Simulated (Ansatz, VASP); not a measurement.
**One calculation of MgO, two programs**

Contents of INCAR:

```
PREC = Accurate
ENCUT = 520
EDIFF = 1E-6
ISMEAR = 0
SIGMA = 0.05
LREAL = F
LASPH = T
NELM = 100
ALGO = Normal
ISIF = 2
LWAVE = F
LCHARG = F
GGA = PS
NBANDS = 26
```

Contents of KPOINTS:

```
Automatic mesh
0
Gamma
  9 9 4
```

The input POSCAR:

```
MgO
1.0
    3.2553371795      0.0000000000      0.0000000000
   -1.6276685897      2.8192046953      0.0000000000
    0.0000000000      0.0000000000     10.4149514991
Mg O
4 4
Direct
    0.3333333333      0.6666666667      0.9695963559
    0.0000000000      0.0000000000      0.2209473890
    0.0000000000      0.0000000000      0.7209473890
    0.6666666667      0.3333333333      0.4695963559
    0.3333333333      0.6666666667      0.7799156657
   -0.0798688387      0.0000000000      0.5545028799
    0.0000000000      0.0000000000      0.0295387694
    0.6666666667      0.3333333333      0.2799156657
```

Input for Ansatz:

```yaml
crystal:
  lattice:
    - [3.2553371795, 0.0, 0.0]
    - [-1.6276685897, 2.8192046953, 0.0]
    - [0.0, 0.0, 10.4149514991]
  atoms:
    - { symbol: Mg, position: [0.3333333333, 0.6666666667, 0.9695963559] }
    - { symbol: Mg, position: [0.0, 0.0, 0.220947389] }
    - { symbol: Mg, position: [0.0, 0.0, 0.720947389] }
    - { symbol: Mg, position: [0.6666666667, 0.3333333333, 0.4695963559] }
    - { symbol: O, position: [0.3333333333, 0.6666666667, 0.7799156657] }
    - { symbol: O, position: [-0.0798688387, 0.0, 0.5545028799] }
    - { symbol: O, position: [0.0, 0.0, 0.0295387694] }
    - { symbol: O, position: [0.6666666667, 0.3333333333, 0.2799156657] }
basis:
  ecutwfc: 420
kpoints:
  mp_grid: { grid: [9, 9, 4] }
hamiltonian:
  xc: pbesol
  pseudopotentials: { kind: paw, azcp: { folder: soft_1 } }
scf:
  occupations: { method: gaussian, width: 0.05 }
output:
  forces: true
  stress: true
  eigenvalues: true
```

Alike in both runs: task single point; functional PBEsol; k mesh 9 × 9 × 4; occupations gaussian, width 0.05 eV; no spin polarisation.

```csv
,VASP,Ansatz
version,VASP 6.6.1,Ansatz 0.2.0
potentials or method,"VASP PAW PBE potentials, release 64 (Mg, O), cutoff 520 eV","scalar-relativistic, plane waves, PAW"
valence electrons in the cell,32,64
```

VASP gave:

* gap on the k mesh at the Fermi level (eV): 2.56
* least direct gap on the mesh (eV): 2.56
* pressure (GPa): 2.3
* traceless stress, the component that is largest in VASP (GPa): 5.45
* rms of the force components (eV/Å): 1.276

What did Ansatz give for the same quantities?

gap on the k mesh at the Fermi level (eV): 2.58; least direct gap on the mesh (eV): 2.58; pressure (GPa): 2.5; traceless stress, the component that is largest in VASP (GPa): 5.26; rms of the force components (eV/Å): 1.248.

VASP's potentials were made for PBE, not for PBEsol, and Ansatz warns of the same on its side. Atom by atom the forces differ by 0.030 eV/Å (rms over components). The functional is the same, so the differences come from potentials, cutoffs and numerics. VASP's potentials hold 32 valence electrons a cell and Ansatz's 64, so a difference there can come from the potentials and not from the codes.
